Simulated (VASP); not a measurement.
Set up this calculation in VASP 6.6.1, as the native input.

```yaml
Task: relaxation of shape and atoms at fixed volume
Functional: LDA
Potentials_or_basis: VASP PAW LDA potentials, release 64 (Si, O)
Cutoff: 600 eV
k_mesh: 6 × 6 × 6
Occupations: gaussian, width 0.02 eV
Spin: no spin polarisation
Dipole_correction: no
Further_INCAR_settings: ALGO = Normal; EDIFF = 1e-06; IBRION = 2; EDIFFG = -0.01; NSW = 50; ISIF = 4
```

The structure of SiO2 lies in POSCAR:

```
SiO2
1.0
   -4.4994447364      4.4994447364      2.6331793626
    4.4994447364     -4.4994447364      2.6331793626
    4.4994447364      4.4994447364     -2.6331793626
Si O
4 8
Direct
    0.1769371916      0.1769371916      0.3538743832
    0.8230628084      0.1769371916      0.0000000000
    0.1769371916      0.8230628084      0.0000000000
    0.8230628084      0.8230628084      0.6461256168
    0.5000000000      0.5000000000      0.5000000000
    0.0000000000      0.5000000000      0.0000000000
    0.5000000000      0.0000000000      0.0000000000
    0.0000000000      0.0000000000      0.5000000000
    0.0000000000      0.2089418894      0.2089418894
    0.7910581106      0.0000000000      0.7910581106
    0.2089418894      0.0000000000      0.2089418894
    0.0000000000      0.7910581106      0.7910581106
```

One way to write it, as run:

INCAR

```
SYSTEM = SiO2
ALGO     = Normal         ! electronic algorithm
EDIFF    = 1E-6           ! SCF threshold, eV
EDIFFG   = -0.01          ! ionic threshold
ENCUT    = 600            ! plane-wave cutoff, eV
GGA      = CA             ! functional
IBRION   = 2              ! ionic algorithm
ISIF     = 4              ! what is computed and relaxed
ISMEAR   = 0              ! smearing method
LASPH    = .True.         ! aspherical terms in the spheres
LCHARG   = .False.        ! write CHGCAR
LREAL    = .False.        ! projectors in reciprocal space
LWAVE    = .False.        ! write WAVECAR
NELM     = 80             ! most SCF steps
NSW      = 50             ! ionic steps
PREC     = Accurate       ! precision mode
SIGMA    = 0.02           ! smearing width, eV
```

KPOINTS

```
k-points
0
Gamma
  6 6 6
  0 0 0
```

Potentials or basis: VASP PAW LDA potentials, release 64 (Si, O).

Command:

```bash
$ cat potpaw_LDA.64/Si/POTCAR potpaw_LDA.64/O/POTCAR > POTCAR
$ mpirun -np 1 vasp_std > vasp.out
```

It gave:

| Item | Value |
| --- | --- |
| Energy gained by relaxing | 0.6 meV/atom |
| Ionic steps | 6 |
| Pressure after relaxing | -3.7 GPa |
| Largest force after relaxing | 0.009 eV/Å |
| Band gap on the k mesh | 5.28 eV (least direct gap 5.29 eV) |

Wall time 20 min on 1 thread of Oxide Virtual Turin-like Processor (shared host), peak memory 0.43 GiB.
